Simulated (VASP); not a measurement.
The system is GaFe3.

```
Ga Fe
1.0
     3.70100    0.00000    0.00000
     0.00000    3.70100    0.00000
     0.00000    0.00000    7.40200
Ga Fe
2 6
Direct
  0.00000 0.00000 0.00000
  0.00000 0.00000 0.50000
  0.00000 0.50000 0.25000
  0.50000 0.00000 0.25000
  0.50000 0.50000 0.00000
  0.00000 0.50000 0.75000
  0.50000 0.00000 0.75000
  0.50000 0.50000 0.50000
```

Base run:

| Property | Result |
| --- | --- |
| Program | VASP 6.6.1 |
| Functional | PBEsol |
| Potentials or basis | VASP PAW PBE potentials, release 64 (Ga_d, Fe) |
| Cutoff | 520 eV |
| k mesh | 6 × 6 × 3 |
| Occupations | methfessel-paxton, width 0.1 eV |
| Spin | collinear spin, ferrimagnetic start |
| Starting moments | [0.0, 0.0, 3.5, 3.5, 3.5, 3.5, 3.5, -3.5] μB |

Its results: pressure -14.5 GPa; net moment 10.97 μB per cell; site moments Ga -0.12, -0.07; Fe +2.41, +2.42, -0.94 (each value once) μB.

Q: The run is repeated on the same cell with these changes: spin from collinear spin, ferrimagnetic start to collinear spin, antiferromagnetic start; moments at the start from [0.0, 0.0, 3.5, 3.5, 3.5, 3.5, 3.5, -3.5 to [0.0, 0.0, 3.5, -3.5, 3.5, -3.5, 3.5, -3. What comes out?

A: Pressure -14.0 GPa; net moment 0.00 μB per cell; site moments Ga -0.03, +0.03; Fe +2.19, -2.19, +2.24, -2.24 (each value once) μB.

Caveats: the cell stands under tension; the PAW data sets were made with another functional, which shifts forces and pressure a little; the antiferromagnetic order is the one typed at the start, and another may lie lower (at least some runs).
